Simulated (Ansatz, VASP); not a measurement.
**Ba: VASP beside Ansatz**

```xyz
1
Lattice="-2.5000 2.5000 2.4750 2.5000 -2.5000 2.4750 2.5000 2.5000 -2.4750" Properties=species:S:1:pos:R:3 pbc="T T T"
Ba    0.0000    0.0000    0.0000
```

Change from the starting cell: zz strain of -1 %.

Alike in both runs: task single point; functional PBEsol; k mesh 10 × 10 × 10; occupations fermi-dirac, width 0.05 eV; no spin polarisation.

|  | VASP | Ansatz |
| --- | --- | --- |
| version | VASP 6.6.1 | Ansatz 0.2.0 |
| potentials or method | VASP PAW PBE potentials, release 64 (Ba_sv), cutoff 520 eV | all-electron LAPW, scalar-relativistic |

```csv
,VASP,Ansatz,Ansatz less VASP
pressure (GPa),-0.5,-0.5,-0.06
```

VASP's potentials were made for PBE, not for PBEsol. Ansatz ran all-electron here, and VASP with PAW potentials.

Neither program's run includes spin-orbit coupling.
